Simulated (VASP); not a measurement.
Write the native input for VASP 6.6.1 that does the following.

```yaml
Task: single point
Functional: LDA
Potentials_or_basis: VASP PAW LDA potentials, release 64 (Al)
Cutoff: 520 eV
k_mesh: 19 × 19 × 4
Occupations: gaussian, width 0.15 eV
Spin: no spin polarisation
Dipole_correction: no
Further_INCAR_settings: ALGO = Fast; EDIFF = 1e-06; NBANDS = 18
```

The structure of Al lies in POSCAR:

```
Al
1.0
    2.0239800000     -2.0239800000      0.0000000000
    2.0239800000      0.0000000000     -2.0239800000
    9.2506205384      9.2506205384      9.2506205384
Al
6
Direct
    0.6666666667      0.6666666667      0.0729167373
    0.0000000000      0.0000000000      0.8022299734
    0.3333333333      0.3333333333      0.2187793845
    0.6666666667      0.6666666667      0.5105046789
    0.0000000000      0.0000000000      0.3646420317
    0.3333333333      0.3333333333      0.6563673261
```

This cell differs from its parent crystal: the distance across one plane changed.

These files were run (other wordings do the same):

INCAR

```
SYSTEM = Al
PREC = Accurate
ENCUT = 520
EDIFF = 1E-6
ISMEAR = 0
SIGMA = 0.15
LREAL = .FALSE.
LASPH = .TRUE.
NELM = 60
ALGO = Fast
ISIF = 2
LWAVE = .FALSE.
LCHARG = .FALSE.
GGA = CA
NBANDS = 18
```

KPOINTS

```
regular mesh
0
G
  19 19 4
  0 0 0
```

Potentials or basis: VASP PAW LDA potentials, release 64 (Al).

Run with:

```console
$ cat potpaw_LDA.64/Al/POTCAR > POTCAR
$ mpirun -np 1 vasp_std > vasp.out
```

It gave:

```
Pressure               : -4.2 GPa
Largest force          : 0.058 eV/Å
Band gap on the k mesh : zero (bands 9 and 10 overlap by 3.80 eV)
```

Caveat: the cell differs from its parent crystal (the distance across one plane changed); the cell stands under tension.

Run time: 2.7 min on 1 thread of AMD EPYC 9R45 96-Core Processor (Zen 5), with other jobs on the host, peak memory 0.31 GiB.
